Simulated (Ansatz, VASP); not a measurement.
# KF: VASP beside Ansatz

File POSCAR:

```
KF
1.0
    0.0000000000      2.6539175805      2.6539175805
    2.6539175805      0.0000000000      2.6539175805
    2.6539175805      2.6539175805      0.0000000000
K F
1 1
Direct
    0.0000000000      0.0000000000      0.0000000000
    0.5000000000      0.5000000000      0.5000000000
```

Contents of INCAR.step1:

```
PREC = Accurate ; ENCUT = 520
EDIFF = 1E-5 ; ISMEAR = -1
SIGMA = 0.05 ; LREAL = False
LASPH = True ; NELM = 100
ALGO = Normal ; ISIF = 2
LWAVE = True ; NBANDS = 15
GGA = PE
```

File INCAR.step2:

```
PREC = Accurate ; ENCUT = 520
EDIFF = 1E-6 ; ISMEAR = -1
SIGMA = 0.05 ; LREAL = False
LASPH = True ; NELM = 100
ALGO = Normal ; ISIF = 2
LWAVE = False ; LCHARG = True
GGA = PE ; LHFCALC = True
HFSCREEN = 0.2079 ; PRECFOCK = Normal
LELF = True ; LVHAR = True
NBANDS = 15 ; ISTART = 1
```

KPOINTS

```
regular mesh
0
Gamma
  6 6 6
```

The input input:

```
crystal:
  lattice:
    - [0.0, 2.6539175805, 2.6539175805]
    - [2.6539175805, 0.0, 2.6539175805]
    - [2.6539175805, 2.6539175805, 0.0]
  atoms:
    - { symbol: K, position: [0.0, 0.0, 0.0] }
    - { symbol: F, position: [0.5, 0.5, 0.5] }
hamiltonian:
  xc: hse06
  pseudopotentials: { kind: paw }
kpoints:
  mp_grid: { grid: [6, 6, 6] }
scf:
  occupations: { method: fermi_dirac, width: 0.05 }
output:
  forces: true
  stress: true
  eigenvalues: true
```

Alike in both runs: task single point; functional HSE06; k mesh 6 × 6 × 6; occupations fermi-dirac, width 0.05 eV; no spin polarisation.

|  | VASP | Ansatz |
| --- | --- | --- |
| version | VASP 6.6.1 | Ansatz 0.2.0 |
| potentials or method | VASP PAW PBE potentials, release 64 (K_sv, F) | Ansatz PAW |
| plane-wave cutoff (eV) | 520 | 420 |
| valence electrons in the cell | 16 | 16 |

VASP gave:

| Property | Result |
| --- | --- |
| gap on the k mesh at the Fermi level (eV) | 8.28 |
| least direct gap on the mesh (eV) | 8.28 |
| pressure (GPa) | 1.3 |

What did Ansatz give for the same quantities?

gap on the k mesh at the Fermi level (eV): 8.30; least direct gap on the mesh (eV): 8.30; pressure (GPa): 1.2.
